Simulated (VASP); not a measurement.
The system is LiF.

```
Li F
1.0
     2.73418    0.00000    0.00000
    -1.36709    2.36787    0.00000
     0.00000    0.00000    3.41754
Li F
2 2
Direct
  0.33333 0.66667 0.25000
  0.66667 0.33333 0.75000
  0.66667 0.33333 0.25000
  0.33333 0.66667 0.75000
```

| Quantity | Value |
| --- | --- |
| Program | VASP 6.6.1 |
| Task | relaxation of cell and atoms |
| Functional | PBE |
| Potentials or basis | VASP PAW PBE potentials, release 64 (Li_sv, F) |
| Cutoff | 600 eV |
| k mesh | 12 × 12 × 6 |
| Occupations | fermi-dirac, width 0.02 eV |
| Spin | no spin polarisation |

At the start: pressure 108.0 GPa; volume 5.53 Å³/atom.

Task: How do energy, volume and symmetry change on relaxing?

Result: Over 6 steps the energy falls by 837.7 meV/atom and the volume is 9.05 Å³/atom (+63.7 %); space group P6_3/mmc (No. 194, to 0.05 Å).

The path:
| step | energy change (eV) | largest force (eV/Å) | pressure (GPa) | volume (Å³) |
| --- | --- | --- | --- | --- |
| 1 | 0.0000 | 0.0000 | 108.01 | 22.13 |
| 2 | -3.3502 | 0.0000 | -0.44 | 36.34 |
| 3 | -3.3504 | 0.0000 | 0.21 | 36.13 |
| 4 | -3.3505 | 0.0000 | 0.20 | 36.13 |
| 5 | -3.3506 | 0.0000 | 0.20 | 36.14 |
| 6 | -3.3506 | 0.0000 | -0.06 | 36.21 |

Final structure:
```
Li F
1.0
     3.23425    0.00000    0.00000
    -1.61713    2.80094    0.00000
     0.00000    0.00000    3.99736
Li F
2 2
Direct
  0.33333 0.66667 0.25000
  0.66667 0.33333 0.75000
  0.66667 0.33333 0.25000
  0.33333 0.66667 0.75000
```

Caveat: the cutoff is under 1.25 times the usual one of these potentials, so pressure, stress and relaxed cells hold a basis-set (Pulay) error; the volume moved by over 15 % at a fixed basis, so the end points are rough.
